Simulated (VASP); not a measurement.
# NbRh (P4/mmm) in VASP: vibrations by perturbation theory with LDA

Aim: the vibrations by perturbation theory of NbRh with LDA.

Everything below comes from runs of VASP 6.6.1. Logs are shortened: lines on timing, memory, paths and dates and some standing lists are left out, and cuts for length are marked.

### Step 1. The cell of the first run

It takes space group P4/mmm (No. 123, tetragonal). Conventional cell: a = 2.809 Å, b = 2.809 Å, c = 3.812 Å, α = 90.00°, β = 90.00°, γ = 90.00°. Nb (site symmetry 4/mmm) has 8 Rh at 2.75 Å and 4 Nb at 2.81 Å within 3.6 Å. Within 3.6 Å of Rh (site symmetry 4/mmm) lie 8 Nb at 2.75 Å and 4 Rh at 2.81 Å.

### Step 2. Vibrations by perturbation theory, LDA

The input, INCAR:

```
SYSTEM = NbRh
PREC = Accurate ; ENCUT = 520
EDIFF = 1E-8 ; ISMEAR = -1
SIGMA = 0.15 ; LREAL = .FALSE.
LASPH = .TRUE. ; NELM = 100
ALGO = Normal ; ISIF = 2
LWAVE = .FALSE. ; LCHARG = .FALSE.
GGA = CA ; IBRION = 8
NSW = 1
```

The input, KPOINTS:

```
regular mesh
0
G
  14 14 12
  0 0 0
```

The input, POSCAR:

```
NbRh
1.0
    2.8086316043      0.0000000000      0.0000000000
    0.0000000000      2.8086316043      0.0000000000
    0.0000000000      0.0000000000      3.8123637045
Nb Rh
1 1
Direct
    0.0000000000      0.0000000000      0.0000000000
    0.5000000000      0.5000000000      0.5000000000
```

Potentials or basis: VASP PAW LDA potentials, release 64 (Nb_sv, Rh_pv).

Launch:

```
$ cat potpaw_LDA.64/Nb_sv/POTCAR potpaw_LDA.64/Rh_pv/POTCAR > POTCAR
$ mpirun -np 1 vasp_std > vasp.out
```

OUTCAR:

```text
SYSTEM = NbRh
   PREC = Accurate
   ENCUT = 520
   EDIFF = 1E-8
   ISMEAR = -1
   LREAL = .FALSE.
   LASPH = .TRUE.
   NELM = 100
   ISIF = 2
   GGA = CA
   IBRION = 8
   NSW = 1

 ion  position               nearest neighbor table
   1  0.000  0.000  0.000-   2 2.75   2 2.75   2 2.75   2 2.75   2 2.75   2 2.75   2 2.75   2 2.75

   2  0.500  0.500  0.500-   1 2.75   1 2.75   1 2.75   1 2.75   1 2.75   1 2.75   1 2.75   1 2.75

  LATTYP: Found a simple tetragonal cell.
 ALAT       =     2.8086316043
 C/A-ratio  =     1.3573740674

  Lattice vectors:

 A1 = (   2.8086316043,   0.0000000000,   0.0000000000)
 A2 = (   0.0000000000,   2.8086316043,   0.0000000000)
 A3 = (   0.0000000000,   0.0000000000,   3.8123637045)

Analysis of symmetry for initial positions (statically):
=====================================================================
 Subroutine PRICEL returns:
 Original cell was already a primitive cell.

 Routine SETGRP: Setting up the symmetry group for a
 simple tetragonal supercell.

 Subroutine GETGRP returns: Found 16 space group operations
 (whereof 16 operations were pure point group operations)
 out of a pool of 16 trial point group operations.

The static configuration has the point symmetry D_4h.

Analysis of symmetry for dynamics (positions and initial velocities):
=====================================================================
 Subroutine PRICEL returns:
 Original cell was already a primitive cell.

 Routine SETGRP: Setting up the symmetry group for a
 simple tetragonal supercell.

 Subroutine GETGRP returns: Found 16 space group operations
 (whereof 16 operations were pure point group operations)
 out of a pool of 16 trial point group operations.

The dynamic configuration has the point symmetry D_4h.

 Subroutine INISYM returns: Found 16 space group operations
 (whereof 16 operations are pure point group operations),
 and found     1 'primitive' translations

----------------------------------------------------------------------------------------

[... 665 lines left out ...]
 VOLUME and BASIS-vectors are now :
 -----------------------------------------------------------------------------
  energy-cutoff  :      520.00
  volume of cell :       30.07
      direct lattice vectors                 reciprocal lattice vectors
     2.808631604  0.000000000  0.000000000     0.356045271  0.000000000  0.000000000
     0.000000000  2.808631604  0.000000000     0.000000000  0.356045271  0.000000000
     0.000000000  0.000000000  3.812363705     0.000000000  0.000000000  0.262304459

 POSITION                                       TOTAL-FORCE (eV/Angst)
 -----------------------------------------------------------------------------------
      0.00000      0.00000      0.00000         0.000000      0.000000      0.000000
      1.40432      1.40432      1.90618         0.000000      0.000000      0.000000
 -----------------------------------------------------------------------------------
    total drift:                                0.000000      0.000000     -0.000000

  FREE ENERGIE OF THE ION-ELECTRON SYSTEM (eV)
  ---------------------------------------------------
  free  energy   TOTEN  =       -20.8608447112 eV

  energy  without entropy=      -20.7372733676  energy(sigma->0) =      -20.79905904

[... ionic steps 2 to 3 ...]

--------------------------------------- Ionic step        4  -------------------------------------------

------------------------ aborting loop because EDIFF is reached ----------------------------------------
[... 11 lines left out ...]
[... ionic steps 8 to 8 ...]

--------------------------------------- Ionic step        9  -------------------------------------------

 Free energy of the ion-electron system (eV)
  ---------------------------------------------------
  ---------------------------------------------------
  free energy    TOTEN  =        -0.55365005 eV

  energy without entropy =       -0.55365004

------------------------ aborting loop because EDIFF is reached ----------------------------------------

 INTERNAL STRAIN TENSOR  FOR ION    2  DIRECTION 3   (eV/Angst):
 -----------------------------------------------------------------------------
    -0.01084  0.00000  0.00000
     0.00000 -0.01084 -0.00000
     0.00000 -0.00000  0.01332

 INTERNAL STRAIN TENSOR FOR ION    2 for displacements in x,y,z  (eV/Angst):
          X           Y           Z          XY          YZ          ZX
  --------------------------------------------------------------------------------
  x     0.00000     0.00000     0.00000     0.00000     0.00000     0.00000
  y     0.00000     0.00000     0.00000     0.00000     0.00000     0.00000
  z     0.00000     0.00000     0.00000     0.00000     0.00000     0.00000

 SECOND DERIVATIVES (NOT SYMMETRIZED)
 ------------------------------------
               1X          1Y          1Z          2X          2Y          2Z
  1X    -4.586724    0.000000    0.000000    4.586724    0.000000    0.000000
  1Y     0.000000   -4.586724    0.000000    0.000000    4.586724    0.000000
  1Z     0.000000   -0.000000   -9.114820    0.000000    0.000000    9.114820
  2X     4.595494    0.000000    0.000000   -4.595494    0.000000    0.000000
  2Y     0.000000    4.595494    0.000000    0.000000   -4.595494    0.000000
  2Z     0.000000    0.000000    9.116273    0.000000    0.000000   -9.116273

 Eigenvectors and eigenvalues of the dynamical matrix
 ----------------------------------------------------

   1 f  =    6.754819 THz    42.441778 2PiTHz  225.316500 cm-1    27.935673 meV
             X         Y         Z           dx          dy          dz
      0.000000  0.000000  0.000000     0.000000    0.000000    0.724903
      1.404316  1.404316  1.906182     0.000000    0.000000   -0.688851
[... 21 lines left out ...]
   6 f/i=    0.002286 THz     0.014366 2PiTHz    0.076268 cm-1     0.009456 meV
             X         Y         Z           dx          dy          dz
      0.000000  0.000000  0.000000     0.581385   -0.370059    0.000000
      1.404316  1.404316  1.906182     0.611277   -0.389085    0.000000

--------------------------------------------------------------------------------------------------------

 ELASTIC MODULI CONTR FROM IONIC RELAXATION (kBar)
 Direction    XX          YY          ZZ          XY          YZ          ZX
 --------------------------------------------------------------------------------
 XX           0.0000      0.0000      0.0000      0.0000      0.0000      0.0000
 YY           0.0000      0.0000      0.0000      0.0000      0.0000      0.0000
 ZZ           0.0000      0.0000      0.0000      0.0000      0.0000      0.0000
 XY           0.0000      0.0000      0.0000      0.0000      0.0000      0.0000
 YZ           0.0000      0.0000      0.0000      0.0000      0.0000      0.0000
 ZX           0.0000      0.0000      0.0000      0.0000      0.0000      0.0000
 --------------------------------------------------------------------------------
```

It took 24 min on 1 thread of AMD EPYC 9R45 (Zen 5), shared host; peak memory 0.57 GiB.

What came out:

```
Highest phonon frequency at Γ, LO-TO splitting left out : 225 cm⁻¹
```

Phonon frequencies in cm⁻¹ (negative: imaginary):
```csv
q point,frequencies
"(0.000, 0.000, 0.000)",0 0 0 160 160 225
```
